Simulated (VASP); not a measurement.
# C in VASP: notebook

The runs below take C through relaxation of cell and atoms, single point, with LDA, r2SCAN.

Everything below comes from runs of VASP 6.6.1. Logs are shortened: lines on timing, memory, paths and dates and some standing lists are left out, and cuts for length are marked.

## 1. The cell of the first run

It takes space group Cmme (No. 67, orthorhombic). Conventional cell: a = 2.456 Å, b = 4.254 Å, c = 7.173 Å, α = 90.00°, β = 90.00°, γ = 90.00°. C (site symmetry m) has 3 C at 1.42 Å within 1.9 Å.

## 2. Relaxation of cell and atoms, LDA

INCAR reads:

```
  PREC = Accurate
  ENCUT = 600
  EDIFF = 1E-7
  ISMEAR = 0
  SIGMA = 0.1
  LREAL = F
  LASPH = T
  NELM = 80
  ALGO = Normal
  ISIF = 3
  LWAVE = F
  LCHARG = F
  IBRION = 2
  NSW = 80
  EDIFFG = -0.01
```

KPOINTS reads:

```
regular mesh
0
Gamma
  18 18 6
```

POSCAR reads:

```
C
1.0
    1.2280479700     -2.1270618200      0.0000000000
    1.2280479700      2.1270618200      0.0000000000
    0.0000000000      0.0000000000      7.1732677600
C
4
Direct
    0.0833794600      0.9166205400      0.7531376000
    0.5833794600      0.4166205400      0.2468624000
    0.9166205400      0.0833794600      0.2468624000
    0.4166205400      0.5833794600      0.7531376000
```

Potentials or basis: VASP PAW LDA potentials, release 64 (C).

Started as:

```bash
cat potpaw_LDA.64/C/POTCAR > POTCAR
mpirun -np 1 vasp_std > vasp.out
```

OUTCAR:

```text
PREC = Accurate
   ENCUT = 600
   EDIFF = 1E-7
   ISMEAR = 0
   LREAL = F
   LASPH = T
   NELM = 80
   ISIF = 3
   IBRION = 2
   NSW = 80
   EDIFFG = -0.01

 ion  position               nearest neighbor table
   1  0.083  0.917  0.753-   4 1.42   4 1.42   4 1.42
   2  0.583  0.417  0.247-   3 1.42   3 1.42   3 1.42
   3  0.917  0.083  0.247-   2 1.42   2 1.42   2 1.42
   4  0.417  0.583  0.753-   1 1.42   1 1.42   1 1.42

  LATTYP: Found a hexagonal cell.
 ALAT       =     2.4561135566
 C/A-ratio  =     2.9205765918

  Lattice vectors:

 A1 = (   1.2280479700,  -2.1270618200,   0.0000000000)
 A2 = (   1.2280479700,   2.1270618200,   0.0000000000)
 A3 = (   0.0000000000,   0.0000000000,   7.1732677600)

Analysis of symmetry for initial positions (statically):
=====================================================================
 Subroutine PRICEL returns:
 Original cell was already a primitive cell.

 Routine SETGRP: Setting up the symmetry group for a
 hexagonal supercell.

 Subroutine GETGRP returns: Found  8 space group operations
 (whereof  4 operations were pure point group operations)
 out of a pool of 24 trial point group operations.

The static configuration has the point symmetry C_2h.
 The point group associated with its full space group is D_2h.

Analysis of symmetry for dynamics (positions and initial velocities):
=====================================================================
 Subroutine PRICEL returns:
 Original cell was already a primitive cell.

 Routine SETGRP: Setting up the symmetry group for a
 hexagonal supercell.

 Subroutine GETGRP returns: Found  8 space group operations
 (whereof  4 operations were pure point group operations)
 out of a pool of 24 trial point group operations.

The dynamic configuration has the point symmetry C_2h.
 The point group associated with its full space group is D_2h.

 Subroutine INISYM returns: Found  8 space group operations
 (whereof  4 operations are pure point group operations),
 and found     1 'primitive' translations

----------------------------------------------------------------------------------------

                                     Primitive cell

  volume of cell :      37.4751

  direct lattice vectors                    reciprocal lattice vectors
     1.228047970 -2.127061820  0.000000000     0.407150219 -0.235066041  0.000000000
     1.228047970  2.127061820  0.000000000     0.407150219  0.235066041  0.000000000
     0.000000000  0.000000000  7.173267760     0.000000000  0.000000000  0.139406479

  length of vectors
     2.456113557  2.456113557  7.173267760     0.470135453  0.470135453  0.139406479

  position of ions in fractional coordinates (direct lattice)
     0.083379460  0.916620540  0.753137600
     0.583379460  0.416620540  0.246862400
     0.916620540  0.083379460  0.246862400
     0.416620540  0.583379460  0.753137600

  ion indices of the primitive-cell ions
   primitive index   ion index
                 1           1
                 2           2
                 3           3
                 4           4

----------------------------------------------------------------------------------------

 KPOINTS: regular mesh

Automatic generation of k-mesh.
 Grid dimensions read from file:
 generate k-points for:   18   18    6

 Generating k-lattice:

  Cartesian coordinates                     Fractional coordinates (reciprocal lattice)
     0.022619457 -0.013059224  0.000000000     0.055555556  0.000000000  0.000000000
     0.022619457  0.013059224  0.000000000     0.000000000  0.055555556  0.000000000
     0.000000000  0.000000000  0.023234413     0.000000000  0.000000000  0.166666667

  Length of vectors
     0.026118636  0.026118636  0.023234413

  Shift w.r.t. Gamma in fractional coordinates (k-lattice)
     0.000000000  0.000000000  0.000000000

 Subroutine IBZKPT returns following result:
 ===========================================

 Found    364 irreducible k-points:

 Following reciprocal coordinates:
            Coordinates               Weight
  0.000000  0.000000  0.000000      1.000000
  0.055556  0.000000  0.000000      4.000000
 -0.055556  0.055556  0.000000      2.000000
  0.111111  0.000000  0.000000      4.000000
 -0.111111  0.111111  0.000000      2.000000
  0.166667  0.000000  0.000000      4.000000
[... 16 lines left out ...]
 -0.055556  0.166667  0.000000      4.000000
 -0.166667  0.111111  0.000000      4.000000
 [... further k-points ...]
   k-points           NKPTS =    364   k-points in BZ     NKDIM =    364   number of bands    NBANDS=     12
   number of dos      NEDOS =    301   number of ions     NIONS =      4
   total plane-waves  NPLWV =  24000
   dimension x,y,z NGX =    20 NGY =   20 NGZ =   60
   dimension x,y,z NGXF=    40 NGYF=   40 NGZF=  120
   ions per type =               4
   NGX,Y,Z   is equivalent  to a cutoff of  13.54, 13.54, 13.91 a.u.
   NGXF,Y,Z  is equivalent  to a cutoff of  27.07, 27.07, 27.81 a.u.
 SYSTEM =  unknown system
   PREC   = accura    normal or accurate (medium, high low for compatibility)
   ISTART =      0    job   : 0-new  1-cont  2-samecut
   ICHARG =      2    charge: 1-file 2-atom 10-const
   ISPIN  =      1    spin polarized calculation?
   LNONCOLLINEAR =      F non collinear calculations
   LSORBIT =      F    spin-orbit coupling
   LASPH  =      T    aspherical Exc in radial PAW
   ENCUT  =  600.0 eV  44.10 Ry    6.64 a.u.   4.91  4.91 14.33*2*pi/ulx,y,z
   NELM   =     80;   NELMIN=  2; NELMDL= -5     # of ELM steps
   EDIFF  = 0.1E-06   stopping-criterion for ELM
   LREAL  =      F    real-space projection
   EDIFFG = -.1E-01   stopping-criterion for IOM
   NSW    =     80    number of steps for IOM
   IBRION =      2    ionic relax: 0-MD 1-quasi-New 2-CG
   NFREE  =      1    steps in history (QN), initial steepest desc. (CG)
   ISIF   =      3    stress and relaxation
   ISYM   =      2    0-nonsym 1-usesym 2-fastsym
   POTIM  = 0.5000    time-step for ionic-motion
   TEBEG  =    0.0;   TEEND  =   0.0 temperature during run
   PSTRESS=    0.0 pullay stress
   NELECT =      16.0000    total number of electrons
   NUPDOWN=      -1.0000    fix difference up-down
   EMIN   =  10.00;   EMAX   =-10.00  energy-range for DOS
   EFERMI =   0.00;   METHOD = LEGACY
   ISMEAR =     0;   SIGMA  =   0.10  broadening in eV -4-tet -1-fermi 0-gaus
   EFERMI_NEDOS =   21; number of points for ismear=-14 and -15
   IALGO  =     38    algorithm
   IMIX   =      4    mixing-type and parameters
     AMIX     =   0.40;   BMIX     =  1.00
     AMIX_MAG =   1.60;   BMIX_MAG =  1.00
  volume/ion in A,a.u.               =       9.37        63.22
  Fermi-wavevector in a.u.,A,eV,Ry     =   1.232728  2.329519 20.675669  1.519619
  Thomas-Fermi vector in A             =   2.367487
   LORBIT       =      0    0 simple, 1 ext, 2 COOP (PROOUT), +10 PAW based schemes
   GGA     = CA    functional components
   LHFCALC =     F    Hartree Fock is set to
   AEXX    =    0.0000 exact exchange contribution
   IVDW    =     0    specifies the selected vdW correction
   LEPSILON=     F    determine dielectric tensor
   LRPA    =     F    only Hartree local field effects (RPA)
 conjugate gradient relaxation of ions
 non-spin polarized calculation
 Gauss-broadening in eV      SIGMA  =   0.10
  energy-cutoff  :      600.00
  volume of cell :       37.48
 maximum number of plane-waves:      1278
   NGX =  9   NGY =  9   NGZ = 29

--------------------------------------- Ionic step        1  -------------------------------------------

 number of electron      15.9999999 magnetization

 Free energy of the ion-electron system (eV)
  ---------------------------------------------------
  ext. energy  EPLUGINS =         0.00000000
  ---------------------------------------------------
  free energy    TOTEN  =       -40.44089703 eV

  energy without entropy =      -40.44050316  energy(sigma->0) =      -40.44070010

------------------------ aborting loop because EDIFF is reached ----------------------------------------

  FORCE on cell =-STRESS in cart. coord.  units (eV):
  Direction    XX          YY          ZZ          XY          YZ          ZX
  --------------------------------------------------------------------------------------
  -------------------------------------------------------------------------------------
  Total       -1.0827975     -1.1192647     -0.3464558      0.0000000     -0.0000000      0.0000000
  in kB      -46.2930004    -47.8520916    -14.8120748      0.0000000     -0.0000000      0.0000000
  external PRESSURE =     -36.3190556 kB  Pullay stress =       0.0000000 kB
[... 95 lines left out ...]
  FREE ENERGIE OF THE ION-ELECTRON SYSTEM (eV)
  ---------------------------------------------------
  free  energy   TOTEN  =       -40.4457455735 eV

  energy  without entropy=      -40.4453543623  energy(sigma->0) =      -40.44554997

[... ionic steps 4 to 35 ...]

--------------------------------------- Ionic step       36  -------------------------------------------

 number of electron      15.9999998 magnetization

------------------------ aborting loop because EDIFF is reached ----------------------------------------

  FORCE on cell =-STRESS in cart. coord.  units (eV):
  Direction    XX          YY          ZZ          XY          YZ          ZX
  --------------------------------------------------------------------------------------
  -------------------------------------------------------------------------------------
  Total        0.1057852     -0.1147368      0.0090280      0.0000000      0.0000000      0.0000000
  in kB        4.9327795     -5.3501927      0.4209789      0.0000000      0.0000000      0.0000000
  external PRESSURE =       0.0011886 kB  Pullay stress =       0.0000000 kB
[... 61 lines left out ...]
  energy  without entropy=      -40.4616832256  energy(sigma->0) =      -40.46182893

--------------------------------------- Ionic step       38  -------------------------------------------

 number of electron      15.9999997 magnetization

 Free energy of the ion-electron system (eV)
  ---------------------------------------------------
  ext. energy  EPLUGINS =         0.00000000
  ---------------------------------------------------
  free energy    TOTEN  =       -40.46198996 eV

  energy without entropy =      -40.46169705  energy(sigma->0) =      -40.46184351

 E-fermi :   4.8009     XC(G=0): -10.8805

 val. band max:        4.7956337189   @ k =   0.3333   0.3333   0.5000
 cond. band min:       4.8017743070   @ k =   0.3333   0.3333   0.5000
 fundamental gap:      0.0061405881
 Fermi energy:         4.8008500800

 k-point     1 :       0.0000    0.0000    0.0000
  band No.  band energies     occupation
      1     -14.8245      2.00000
      2     -14.4750      2.00000
      3      -3.9901      2.00000
      4      -1.8155      2.00000
      5       1.7996      2.00000
      6       1.8175      2.00000
      7       1.8314      2.00000
      8       1.8400      2.00000
      9       8.7153      0.00000
     10      13.2100      0.00000
     11      13.2485      0.00000
     12      13.2868      0.00000
[... 331 lines left out ...]
 k-point    24 :      -0.1667    0.1111    0.0000
  band No.  band energies     occupation
      1     -14.3051      2.00000
      2     -13.9667      2.00000
      3      -3.3527      2.00000
      4      -1.2202      2.00000
      5       0.0591      2.00000
      6       0.0954      2.00000
      7       0.7673      2.00000
      8       0.8070      2.00000
      9       9.3447      0.00000
     10      13.4976      0.00000
     11      13.6034      0.00000
     12      14.7392      0.00000

 [... further k-points ...]

------------------------ aborting loop because EDIFF is reached ----------------------------------------

  FORCE on cell =-STRESS in cart. coord.  units (eV):
  Direction    XX          YY          ZZ          XY          YZ          ZX
  --------------------------------------------------------------------------------------
  -------------------------------------------------------------------------------------
  Total        0.0279278     -0.0362811      0.0144396      0.0000000      0.0000000      0.0000000
  in kB        1.3032637     -1.6930713      0.6738314      0.0000000      0.0000000      0.0000000
  external PRESSURE =       0.0946746 kB  Pullay stress =       0.0000000 kB
[... 19 lines left out ...]
  FREE ENERGIE OF THE ION-ELECTRON SYSTEM (eV)
  ---------------------------------------------------
  free  energy   TOTEN  =       -40.4619899645 eV

  energy  without entropy=      -40.4616970502  energy(sigma->0) =      -40.46184351

 reached required accuracy - stopping structural energy minimisation
```

Wall time 61 min (1 thread of AMD EPYC 7R13, shared host); peak memory 0.26 GiB.

Results:

```yaml
Free_energy: -40.4620 eV
Relaxed_volume: 8.58 Å³/atom
Relaxed_cell: a = 2.446 Å, b = 2.446 Å, c = 6.627 Å, α = 90.00°, β = 90.00°, γ = 119.99°
Space_group_after_relaxing_to_0.1_Å: Fmmm (No. 69)
Energy_gained_by_relaxing: 5.3 meV/atom
Ionic_steps: 38
Pressure_after_relaxing: 0.0 GPa
Largest_force_after_relaxing: 0.004 eV/Å
```

Forces on the atoms (eV/Å):
```
C    0.000  0.004 -0.001
C    0.000  0.004  0.001
C    0.000 -0.004  0.001
C    0.000 -0.004 -0.001
```

Stress tensor (GPa, compression positive):
```
 0.13  0.00  0.00
 0.00 -0.17  0.00
 0.00  0.00  0.07
```

Step by step:
```
step  energy change (eV)  largest force (eV/Å)  pressure (GPa)  volume (Å³)
   1              0.0000                0.0262           -3.63        37.48
   2              0.0193                0.1139            7.35        36.33
   3             -0.0048                0.0141           -0.38        37.12
   4             -0.0048                0.0150           -0.32        37.11
   5             -0.0061                0.0533           -0.28        36.97
   6             -0.0086                0.2591           -0.12        36.53
   7             -0.0072                0.6835            0.30        35.65
   8             -0.0091                0.3886           -0.01        36.25
   9             -0.0092                0.3866            0.00        36.24
  10             -0.0096                0.3810           -0.01        36.20
  11             -0.0103                0.3698           -0.02        36.13
  12             -0.0117                0.3472           -0.01        35.98
  13             -0.0142                0.3023           -0.01        35.68
  14             -0.0180                0.2128            0.01        35.08
  15             -0.0191                0.0371            0.17        33.89
  16             -0.0199                0.1114            0.07        34.40
  17             -0.0199                0.1006            0.08        34.33
  18             -0.0204                0.0388            0.05        34.40
  19             -0.0206                0.0375            0.01        34.47
  20             -0.0206                0.0436            0.01        34.48
  21             -0.0206                0.0244           -0.01        34.49
  22             -0.0207                0.0133           -0.04        34.50
  23             -0.0207                0.0106           -0.03        34.50
  24             -0.0207                0.0147           -0.02        34.50
  25             -0.0207                0.0136           -0.02        34.50
  26             -0.0207                0.0112           -0.02        34.49
  27             -0.0207                0.0108           -0.01        34.49
  28             -0.0208                0.0238            0.00        34.47
  29             -0.0207                0.0579            0.03        34.44
  30             -0.0208                0.0332            0.01        34.46
  31             -0.0208                0.0325            0.01        34.46
  32             -0.0208                0.0306            0.00        34.46
  33             -0.0208                0.0266            0.01        34.45
  34             -0.0209                0.0189            0.00        34.44
  35             -0.0209                0.0061            0.00        34.41
  36             -0.0210                0.0304            0.00        34.36
  37             -0.0211                0.0093            0.00        34.34
  38             -0.0211                0.0044            0.01        34.33
```

Final structure:
```
C
1.0
     1.22311   -2.11787    0.00000
     1.22311    2.11787    0.00000
     0.00000    0.00000    6.62702
C
4
Direct
  0.08332 0.91668 0.75028
  0.58332 0.41668 0.24972
  0.91668 0.08332 0.24972
  0.41668 0.58332 0.75028
```

## 3. Single point, r2SCAN

POSCAR is that of step 2.

INCAR.step1 reads:

```
SYSTEM = C
PREC = Accurate ; ENCUT = 520
ISMEAR = 0 ; SIGMA = 0.1
LREAL = .False. ; LASPH = .True.
NELM = 60 ; NBANDS = 16
GGA = PE ; ALGO = Normal
EDIFF = 1E-4 ; LWAVE = .True.
LCHARG = .False.
```

INCAR.step2 reads:

```
SYSTEM = C
PREC = Accurate ; ENCUT = 520
EDIFF = 1E-6 ; ISMEAR = 0
SIGMA = 0.1 ; LREAL = .False.
LASPH = .True. ; NELM = 60
ALGO = Normal ; ISIF = 2
LWAVE = .False. ; LCHARG = .True.
METAGGA = R2SCAN ; LMIXTAU = .True.
LELF = .True. ; LVHAR = .True.
NBANDS = 16 ; ISTART = 1
```

KPOINTS reads:

```
Automatic mesh
0
Gamma
  1 1 1
  0 0 0
```

Potentials or basis: VASP PAW PBE potentials, release 64 (C).

Started as:

```bash
cat potpaw_PBE.64/C/POTCAR > POTCAR
cp INCAR.step1 INCAR
mpirun -np 1 vasp_gam > vasp.out
cp INCAR.step2 INCAR
mpirun -np 1 vasp_gam > vasp.out
```

Wall time 14 s (1 thread of Intel Xeon 8259CL, shared host); peak memory 0.13 GiB.

The run converged. Its results:

```
Free energy   : -25.4856 eV
Pressure      : 23.4 GPa
Largest force : 0.049 eV/Å
```

Forces on the atoms (eV/Å):
```
C    0.000  0.041 -0.026
C    0.000  0.041  0.026
C    0.000 -0.041  0.026
C    0.000 -0.041 -0.026
```

Stress tensor (GPa, compression positive):
```
29.62  0.00  0.00
 0.00 29.80  0.00
 0.00  0.00 10.71
```

Caveat: the k points lie up to 2.95 Å⁻¹ apart; the PAW data sets were made with another functional, which shifts forces and pressure a little.

## 4. Single point, r2SCAN

POSCAR reads:

```
C
1.0
    1.2159619696     -2.1479622876      0.0091232276
    1.2232502972      2.1521701653     -0.0413730204
   -0.0941886657     -0.0851463517      7.1476530721
C
4
Direct
    0.1034933285      0.9456230676      0.7488005552
    0.5908149738      0.4138432831      0.2394105085
    0.9242568809      0.0859987362      0.2421136921
    0.4285181549      0.5893271320      0.7486182121
```

INCAR.step1 reads:

```
SYSTEM = C
ALGO = Normal
EDIFF = 1E-4
ENCUT = 520
GGA = PE
ISMEAR = 0
LASPH = .True.
LCHARG = .False.
LREAL = .False.
LWAVE = .True.
NBANDS = 16
NELM = 80
PREC = Accurate
SIGMA = 0.1
```

INCAR.step2 reads:

```
SYSTEM = C
ALGO = Normal
EDIFF = 1E-6
ENCUT = 520
ISIF = 2
ISMEAR = 0
ISTART = 1
LASPH = .True.
LCHARG = .False.
LMIXTAU = .True.
LREAL = .False.
LWAVE = .False.
METAGGA = R2SCAN
NBANDS = 16
NELM = 80
PREC = Accurate
SIGMA = 0.1
```

KPOINTS reads:

```
k-points
0
Gamma
  1 1 1
  0 0 0
```

Started as:

```bash
cat potpaw_PBE.64/C/POTCAR > POTCAR
cp INCAR.step1 INCAR
mpirun -np 1 vasp_gam > vasp.out
cp INCAR.step2 INCAR
mpirun -np 1 vasp_gam > vasp.out
```

Run time: 13 s. Hardware: 1 thread of Intel Xeon 8259CL, shared host; peak memory 0.14 GiB.

The run converged. Its results:

- Free energy: -25.3288 eV
- Pressure: 22.5 GPa
- Largest force: 6.206 eV/Å

Forces in eV/Å, atoms in the order of the input:
```
C   -4.591 -4.175  0.026
C    0.863  0.722  0.726
C   -0.861 -0.722 -0.657
C    4.590  4.176 -0.096
```

Stress tensor (GPa, compression positive):
```
32.55  4.59 -0.43
 4.59 23.73 -0.30
-0.43 -0.30 11.13
```

Caveat: the k points lie up to 2.96 Å⁻¹ apart; the PAW data sets were made with another functional, which shifts forces and pressure a little.

[end of part 1 of 2]
